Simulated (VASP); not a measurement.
Set up this calculation in VASP 6.6.1, as the native input.

| Property | Result |
| --- | --- |
| Task | single point |
| Functional | PBE |
| Potentials or basis | VASP PAW PBE potentials, release 64 (Ba_sv, O, Zn) |
| Cutoff | 520 eV |
| k mesh | 1 × 1 × 1 |
| Occupations | fermi-dirac, width 0.293 eV |
| Spin | no spin polarisation |
| Dipole correction | no |
| Further INCAR settings | LREAL = Auto; ALGO = Normal; EDIFF = 1e-06; NBANDS = 108; ISYM = 0 |

The structure of Ba8Zn3O11 lies in POSCAR:

```
Ba8Zn3O11
1.0
    7.5350960000     -0.0410920000      0.1399040000
   -0.0410920000      7.6639600000     -0.3067190000
    0.1399040000     -0.3067190000      7.2967150000
Ba O Zn
8 11 3
Direct
    0.3609861729      0.2006361429      0.7397935246
    0.6822376711      0.6672767110      0.7479370739
    0.8429837801      0.1454218442      0.5059037992
    0.4315526095      0.5793525545      0.0600727176
    0.0016452711      0.8205939581      0.1607714675
    0.6852274241      1.0361819084      0.9751998839
    0.0270315265      0.3497111529      0.9864420135
    0.3717882519      0.0351284218      0.2712883662
    0.5515435058      0.9787946492      0.5754257599
   -0.0735668209      0.8586373671      0.7711372429
    1.1178757871     -0.0010001183      0.5099892144
    0.1614237624      0.5664606692      0.3003520653
   -0.1493806276      0.5620850540      0.0319045095
    0.2612177559      0.5022099762      0.7022525798
    0.3859270087      0.9304673542      0.9196856783
    0.5970737263      0.5148262189      0.4283679684
    0.5629582073      0.2747889614     -0.0378081246
    0.9953725447      0.2626218583      0.2895698288
    0.6055921549      0.7523503140      0.1752670032
    0.1242664933      0.8356229811      0.6383195816
    0.7791486435      0.4645697261      0.2592797375
    0.3699408451      0.4957042906      0.4551242196
```

These files were run (other wordings do the same):

INCAR

```
SYSTEM = Ba8Zn3O11
PREC     = Accurate       ! precision mode
ENCUT    = 520            ! plane-wave cutoff, eV
EDIFF    = 1E-6           ! SCF threshold, eV
ISMEAR   = -1             ! smearing method
SIGMA    = 0.293          ! smearing width, eV
LREAL    = Auto         
LASPH    = .True.         ! aspherical terms in the spheres
NELM     = 100            ! most SCF steps
ALGO     = Normal         ! electronic algorithm
ISIF     = 2              ! what is computed and relaxed
LWAVE    = .False.        ! write WAVECAR
LCHARG   = .False.        ! write CHGCAR
GGA      = PE             ! functional
NBANDS   = 108            ! bands
ISYM     = 0
```

KPOINTS

```
Automatic mesh
0
Gamma
  1 1 1
  0 0 0
```

Potentials or basis: VASP PAW PBE potentials, release 64 (Ba_sv, O, Zn).

Run with:

```bash
$ cat potpaw_PBE.64/Ba_sv/POTCAR potpaw_PBE.64/O/POTCAR potpaw_PBE.64/Zn/POTCAR > POTCAR
$ mpirun -np 1 vasp_gam > vasp.out
```

Results of the run:

```
Pressure               : 15.7 GPa
Largest force          : 7.324 eV/Å
Band gap on the k mesh : 1.16 eV
```

Caveat: the k points lie up to 0.86 Å⁻¹ apart; spin-orbit coupling is left out, which moves the levels of the heavy elements.

Wall time 67 s on 1 thread of AMD EPYC 9R45 96-Core Processor (Zen 5), on a shared host, peak memory 0.38 GiB.
